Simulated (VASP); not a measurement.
# WSe2 in VASP: a series of runs

WSe2 is run at these levels: PBE+D3(BJ); tasks: single point.

All numbers are computed with VASP 6.6.1; they aren't measurements. Logs are shortened: lines on timing, memory, paths and dates and some standing lists are left out, and cuts for length are marked.

## Step 1: The cell of the first run

The cell holds a slab with vacuum, 6 atoms: a = 3.285 Å, b = 3.285 Å, c = 24.239 Å, α = 90.00°, β = 90.00°, γ = 120.00°.

## Step 2: Single point, PBE+D3(BJ) (layers slid over each other)

File INCAR:

```
SYSTEM = WSe2
ALGO = Normal
DIPOL = 0.5 0.5 0.393
EDIFF = 1E-7
ENCUT = 520
GGA = PE
IDIPOL = 3
ISIF = 2
ISMEAR = 0
IVDW = 12
LASPH = .True.
LCHARG = .False.
LDIPOL = .True.
LREAL = .False.
LWAVE = .False.
NBANDS = 35
NELM = 80
PREC = Accurate
SIGMA = 0.05
```

File KPOINTS:

```
k-points
0
Gamma
  9 9 1
  0 0 0
```

File POSCAR:

```
WSe2
1.0
    3.2854929709      0.0000000000      0.0000000000
   -1.6427464855      2.8453203767      0.0000000000
    0.0000000000      0.0000000000     24.2386466774
Se W
4 2
Direct
    0.3333333333      0.6666666667      0.1856539294
    0.3333333333      0.6666666667      0.3246601777
    1.2222222222     -0.2222222222      0.4620440855
    1.2222222222     -0.2222222222      0.6010503338
    0.6666666667      0.3333333333      0.2551570536
    1.5555555556     -0.5555555556      0.5315472097
```

Potentials or basis: VASP PAW PBE potentials, release 64 (Se, W_sv).

Command:

```bash
cat potpaw_PBE.64/Se/POTCAR potpaw_PBE.64/W_sv/POTCAR > POTCAR
mpirun -np 1 vasp_std > vasp.out
```

OUTCAR:

```text
SYSTEM = WSe2
   EDIFF = 1E-7
   ENCUT = 520
   GGA = PE
   ISIF = 2
   ISMEAR = 0
   IVDW = 12
   LASPH = .True.
   LREAL = .False.
   NELM = 80
   PREC = Accurate
 IVDW          = 12

 ion  position               nearest neighbor table
   1  0.333  0.667  0.186-   5 2.54   5 2.54   5 2.54
   2  0.333  0.667  0.325-   5 2.54   5 2.54   5 2.54
   3  0.222  0.778  0.462-   6 2.54   6 2.54   6 2.54
   4  0.222  0.778  0.601-   6 2.54   6 2.54   6 2.54
   5  0.667  0.333  0.255-   2 2.54   2 2.54   2 2.54   1 2.54   1 2.54   1 2.54
   6  0.556  0.444  0.532-   4 2.54   4 2.54   4 2.54   3 2.54   3 2.54   3 2.54

  LATTYP: Found a hexagonal cell.
 ALAT       =     3.2854929709
 C/A-ratio  =     7.3774763459

  Lattice vectors:

 A1 = (   3.2854929709,   0.0000000000,   0.0000000000)
 A2 = (  -1.6427464855,   2.8453203767,   0.0000000000)
 A3 = (   0.0000000000,   0.0000000000,  24.2386466774)

Analysis of symmetry for initial positions (statically):
=====================================================================
 Subroutine PRICEL returns:
 Original cell was already a primitive cell.

 Routine SETGRP: Setting up the symmetry group for a
 hexagonal supercell.

 Subroutine GETGRP returns: Found  2 space group operations
 (whereof  2 operations were pure point group operations)
 out of a pool of 24 trial point group operations.

The static configuration has the point symmetry C_1h.

Analysis of symmetry for dynamics (positions and initial velocities):
=====================================================================
 Subroutine PRICEL returns:
 Original cell was already a primitive cell.

 Routine SETGRP: Setting up the symmetry group for a
 hexagonal supercell.

 Subroutine GETGRP returns: Found  2 space group operations
 (whereof  2 operations were pure point group operations)
 out of a pool of 24 trial point group operations.

The dynamic configuration has the point symmetry C_1h.

 Subroutine INISYM returns: Found  2 space group operations
 (whereof  2 operations are pure point group operations),
 and found     1 'primitive' translations

----------------------------------------------------------------------------------------

                                     Primitive cell

  volume of cell :     226.5897

  direct lattice vectors                    reciprocal lattice vectors
     3.285492971  0.000000000  0.000000000     0.304368327  0.175727136  0.000000000
    -1.642746486  2.845320377  0.000000000     0.000000000  0.351454271  0.000000000
     0.000000000  0.000000000 24.238646677     0.000000000  0.000000000  0.041256429

  length of vectors
     3.285492971  3.285492971 24.238646677     0.351454271  0.351454271  0.041256429

[... 101 lines left out ...]
   EFERMI =   0.00;   METHOD = LEGACY
   ISMEAR =     0;   SIGMA  =   0.05  broadening in eV -4-tet -1-fermi 0-gaus
   EFERMI_NEDOS =   21; number of points for ismear=-14 and -15
   IALGO  =     38    algorithm
   IMIX   =      4    mixing-type and parameters
     AMIX     =   0.40;   BMIX     =  1.00
     AMIX_MAG =   1.60;   BMIX_MAG =  1.00
  volume/ion in A,a.u.               =      37.76       254.85
  Fermi-wavevector in a.u.,A,eV,Ry     =   1.002296  1.894064 13.668371  1.004597
  Thomas-Fermi vector in A             =   2.134774
   LORBIT       =      0    0 simple, 1 ext, 2 COOP (PROOUT), +10 PAW based schemes
   GGA     = PE    functional components
   LHFCALC =     F    Hartree Fock is set to
   AEXX    =    0.0000 exact exchange contribution
   IVDW    =    12    specifies the selected vdW correction
   LEPSILON=     F    determine dielectric tensor
   LRPA    =     F    only Hartree local field effects (RPA)
 non-spin polarized calculation
 Gauss-broadening in eV      SIGMA  =   0.05
  energy-cutoff  :      520.00
  volume of cell :      226.59
 maximum number of plane-waves:      6144
   NGX = 13   NGY = 13   NGZ = 91

 dipolmoment           0.000000      0.000000      0.000034 electrons x Angstroem

 number of electron      51.9999997 magnetization

 dipolmoment           0.000000      0.000000     -0.000229 electrons x Angstroem

 Free energy of the ion-electron system (eV)
  ---------------------------------------------------
  ext. energy  EPLUGINS =         0.00000000
  ---------------------------------------------------
  free energy    TOTEN  =       -43.11688266 eV

  energy without entropy =      -43.11688266  energy(sigma->0) =      -43.11688266

 E-fermi :   1.2112     XC(G=0):  -6.2318

 val. band max:        0.8996777877   @ k =   0.0000   0.0000   0.0000
 cond. band min:       2.3810273189   @ k =   0.2222   0.1111   0.0000
 fundamental gap:      1.4813495312
 Fermi energy:         1.2112288463

 k-point     1 :       0.0000    0.0000    0.0000
  band No.  band energies     occupation
      1     -73.1762      2.00000
      2     -73.1720      2.00000
      3     -37.4245      2.00000
      4     -37.4201      2.00000
      5     -37.2875      2.00000
      6     -37.2864      2.00000
[... 901 lines left out ...]
     34       5.6756      0.00000
     35       6.1438      0.00000

 [... further k-points ...]

------------------------ aborting loop because EDIFF is reached ----------------------------------------

 vacuum level on the upper side and lower side of the slab       (xc-potential included)        -0.114        -0.110

 Edisp (eV)   -2.35519

 E8    (eV) :    -1.0822

  FORCE on cell =-STRESS in cart. coord.  units (eV):
  Direction    XX          YY          ZZ          XY          YZ          ZX
  --------------------------------------------------------------------------------------
  -------------------------------------------------------------------------------------
  Total       0.03983     0.00260     0.70251    -0.03224     0.19336    -0.33491
  in kB       0.28161     0.01840     4.96735    -0.22795     1.36724    -2.36813
  external pressure =        1.76 kB  Pullay stress =        0.00 kB

 VOLUME and BASIS-vectors are now :
 -----------------------------------------------------------------------------
  energy-cutoff  :      520.00
  volume of cell :      226.59
      direct lattice vectors                 reciprocal lattice vectors
     3.285492971  0.000000000  0.000000000     0.304368327  0.175727136  0.000000000
    -1.642746486  2.845320377  0.000000000     0.000000000  0.351454271  0.000000000
     0.000000000  0.000000000 24.238646677     0.000000000  0.000000000  0.041256429

 POSITION                                       TOTAL-FORCE (eV/Angst)
 -----------------------------------------------------------------------------------
     -0.00000      1.89688      4.50000        -0.000118      0.000068     -0.041706
     -0.00000      1.89688      7.86932         0.068844     -0.039747     -0.098132
     -0.54758      2.21303     11.19932        -0.070511      0.040709      0.096679
     -0.54758      2.21303     14.56865         0.001976     -0.001141      0.040971
      1.64275      0.94844      6.18466         0.016725     -0.009656     -0.000623
      1.09516      1.26459     12.88399        -0.016916      0.009767      0.002812
 -----------------------------------------------------------------------------------
    total drift:                                0.000056     -0.000032     -0.000295

  FREE ENERGIE OF THE ION-ELECTRON SYSTEM (eV)
  ---------------------------------------------------
  free  energy   TOTEN  =       -45.4720730140 eV

  energy  without entropy=      -45.4720730140  energy(sigma->0) =      -45.47207301

 vacuum level on the upper side and lower side of the slab         5.846         5.853
```

OSZICAR:

```text
N       E                     dE             d eps       ncg     rms          rms(c)
DAV:   1     0.471781086648E+03    0.47178E+03   -0.27108E+04  2038   0.130E+03
DAV:   2    -0.129183055594E+02   -0.48470E+03   -0.46973E+03  2203   0.328E+02
DAV:   3    -0.441451332019E+02   -0.31227E+02   -0.30842E+02  2233   0.804E+01
[... 16 lines left out ...]
DAV:  20    -0.431168759177E+02   -0.22788E-04   -0.14688E-06  1715   0.238E-03    0.606E-04
DAV:  21    -0.431168807931E+02   -0.48753E-05   -0.25939E-07  1673   0.998E-04    0.485E-04
DAV:  22    -0.431168823245E+02   -0.15315E-05   -0.61967E-08  1446   0.502E-04    0.104E-04
DAV:  23    -0.431168825870E+02   -0.26250E-06   -0.72173E-09  1268   0.230E-04    0.119E-04
DAV:  24    -0.431168826594E+02   -0.72380E-07   -0.25294E-09  1031   0.118E-04
   1 F= -.45472073E+02 E0= -.45472073E+02  d E =-.909713E-20
```

stdout:

```text
POSCAR found type information on POSCAR SeW
 POSCAR found :  2 types and       6 ions
 scaLAPACK will be used
 LDA part: xc-table for (Slater+PW92), standard interpolation
 POSCAR, INCAR and KPOINTS ok, starting setup
 FFT: planning ... GRIDC
 FFT: planning ... GRID_SOFT
 FFT: planning ... GRID
 WAVECAR not read
 entering main loop
```

Wall time 7.3 min (1 thread of Intel Xeon 8259CL, shared host); peak memory 0.42 GiB.

What came out:

```
Free energy                : -45.4721 eV
Largest force              : 0.126 eV/Å
Band gap on the k mesh     : 1.48 eV (least direct gap 1.63 eV)
Dispersion energy per atom : -0.393 eV
```

Forces on the atoms (eV/Å):
```
Se   0.000  0.000 -0.042
Se   0.069 -0.040 -0.098
Se  -0.071  0.041  0.097
Se   0.002 -0.001  0.041
W    0.017 -0.010 -0.001
W   -0.017  0.010  0.003
```

Levels at points of the mesh, in eV from the valence-band top:
```tsv
k point	band 22	band 23	band 24	band 25	band 26	band 27	band 28	band 29	band 30	band 31
(0.00, 0.00, 0.00)	-1.22	-1.20	-1.20	-0.65	0.00	2.89	2.92	2.96	2.98	3.07
```

Caveat: the cell differs from its parent crystal (layers slid over each other); spin-orbit coupling is left out, which moves the levels of the heavy elements.

## Step 3: Single point, PBE+D3(BJ) (layers slid over each other)

File INCAR:

```
PREC = Accurate
ENCUT = 520
EDIFF = 1E-7
ISMEAR = 0
SIGMA = 0.05
LREAL = F
LASPH = T
NELM = 80
ALGO = Normal
ISIF = 2
LWAVE = F
LCHARG = F
LDIPOL = T
IDIPOL = 3
DIPOL = 0.5 0.5 0.407
GGA = PE
IVDW = 12
NBANDS = 35
```

File KPOINTS:

```
regular mesh
0
Gamma
  9 9 1
```

File POSCAR:

```
WSe2
1.0
    3.2854929709      0.0000000000      0.0000000000
   -1.6427464855      2.8453203767      0.0000000000
    0.0000000000      0.0000000000     24.2386466774
Se W
4 2
Direct
    0.3333333333      0.6666666667      0.1856539294
    0.3333333333      0.6666666667      0.3246601777
    1.2222222222     -0.2222222222      0.4900984571
    1.2222222222     -0.2222222222      0.6291047054
    0.6666666667      0.3333333333      0.2551570536
    1.5555555556     -0.5555555556      0.5596015813
```

Potentials or basis: VASP PAW PBE potentials, release 64 (Se, W_sv).

Command:

```bash
cat potpaw_PBE.64/Se/POTCAR potpaw_PBE.64/W_sv/POTCAR > POTCAR
mpirun -np 1 vasp_std > vasp.out
```

OUTCAR:

```text
PREC = Accurate
   ENCUT = 520
   EDIFF = 1E-7
   ISMEAR = 0
   LREAL = F
   LASPH = T
   NELM = 80
   ISIF = 2
   GGA = PE
   IVDW = 12
 IVDW          = 12

 ion  position               nearest neighbor table
   1  0.333  0.667  0.186-   5 2.54   5 2.54   5 2.54
   2  0.333  0.667  0.325-   5 2.54   5 2.54   5 2.54
   3  0.222  0.778  0.490-   6 2.54   6 2.54   6 2.54
   4  0.222  0.778  0.629-   6 2.54   6 2.54   6 2.54
   5  0.667  0.333  0.255-   2 2.54   2 2.54   2 2.54   1 2.54   1 2.54   1 2.54
   6  0.556  0.444  0.560-   4 2.54   4 2.54   4 2.54   3 2.54   3 2.54   3 2.54

  LATTYP: Found a hexagonal cell.
 ALAT       =     3.2854929709
 C/A-ratio  =     7.3774763459

  Lattice vectors:

 A1 = (   3.2854929709,   0.0000000000,   0.0000000000)
 A2 = (  -1.6427464855,   2.8453203767,   0.0000000000)
 A3 = (   0.0000000000,   0.0000000000,  24.2386466774)

Analysis of symmetry for initial positions (statically):
=====================================================================
 Subroutine PRICEL returns:
 Original cell was already a primitive cell.

 Routine SETGRP: Setting up the symmetry group for a
[... 189 lines left out ...]
      2     -73.1796      2.00000
      3     -37.4259      2.00000
      4     -37.4252      2.00000
      5     -37.2917      2.00000
      6     -37.2916      2.00000
[... 901 lines left out ...]
     34       5.6146      0.00000
     35       6.2295      0.00000

 [... further k-points ...]

------------------------ aborting loop because EDIFF is reached ----------------------------------------

 vacuum level on the upper side and lower side of the slab       (xc-potential included)        -0.103        -0.098

 Edisp (eV)   -2.23882

 E8    (eV) :    -1.0301

  FORCE on cell =-STRESS in cart. coord.  units (eV):
  Direction    XX          YY          ZZ          XY          YZ          ZX
  --------------------------------------------------------------------------------------
  -------------------------------------------------------------------------------------
  Total       0.02516     0.02048    -0.26680    -0.00406     0.02662    -0.04610
  in kB       0.17792     0.14480    -1.88653    -0.02868     0.18821    -0.32600
  external pressure =       -0.52 kB  Pullay stress =        0.00 kB

 VOLUME and BASIS-vectors are now :
 -----------------------------------------------------------------------------
  energy-cutoff  :      520.00
  volume of cell :      226.59
      direct lattice vectors                 reciprocal lattice vectors
     3.285492971  0.000000000  0.000000000     0.304368327  0.175727136  0.000000000
    -1.642746486  2.845320377  0.000000000     0.000000000  0.351454271  0.000000000
     0.000000000  0.000000000 24.238646677     0.000000000  0.000000000  0.041256429

 POSITION                                       TOTAL-FORCE (eV/Angst)
 -----------------------------------------------------------------------------------
     -0.00000      1.89688      4.50000        -0.000063      0.000037     -0.041234
     -0.00000      1.89688      7.86932         0.007289     -0.004208      0.113625
     -0.54758      2.21303     11.87932        -0.007748      0.004473     -0.113828
     -0.54758      2.21303     15.24865         0.000305     -0.000176      0.041121
      1.64275      0.94844      6.18466         0.002423     -0.001399      0.027094
      1.09516      1.26459     13.56399        -0.002206      0.001274     -0.026778
 -----------------------------------------------------------------------------------
    total drift:                                0.000073     -0.000042     -0.000289

  FREE ENERGIE OF THE ION-ELECTRON SYSTEM (eV)
  ---------------------------------------------------
  free  energy   TOTEN  =       -45.4547456161 eV

  energy  without entropy=      -45.4547456161  energy(sigma->0) =      -45.45474562

 vacuum level on the upper side and lower side of the slab         5.819         5.824
```

stdout:

```text
POSCAR found type information on POSCAR SeW
 POSCAR found :  2 types and       6 ions
 scaLAPACK will be used
 LDA part: xc-table for (Slater+PW92), standard interpolation
 POSCAR, INCAR and KPOINTS ok, starting setup
 FFT: planning ... GRIDC
 FFT: planning ... GRID_SOFT
 FFT: planning ... GRID
 WAVECAR not read
 entering main loop
```

It took 7.2 min on 1 thread of Intel Xeon 8259CL, shared host; peak memory 0.42 GiB.

Results:

| Property | Result |
| --- | --- |
| Free energy | -45.4547 eV |
| Largest force | 0.114 eV/Å |
| Band gap on the k mesh | 1.59 eV (least direct gap 1.66 eV) |
| Dispersion energy per atom | -0.373 eV |

Forces in eV/Å, atoms in the order of the input:
```
Se   0.000  0.000 -0.041
Se   0.007 -0.004  0.114
Se  -0.008  0.004 -0.114
Se   0.000  0.000  0.041
W    0.002 -0.001  0.027
W   -0.002  0.001 -0.027
```

Levels at points of the mesh, in eV from the valence-band top:
| k point | band 22 | band 23 | band 24 | band 25 | band 26 | band 27 | band 28 | band 29 | band 30 | band 31 |
| --- | --- | --- | --- | --- | --- | --- | --- | --- | --- | --- |
| (0.00, 0.00, 0.00) | -1.18 | -1.18 | -1.18 | -0.56 | -0.24 | 2.97 | 2.97 | 2.98 | 2.99 | 3.13 |

Caveat: the cell differs from its parent crystal (layers slid over each other); spin-orbit coupling is left out, which moves the levels of the heavy elements.

[end of part 1 of 2]
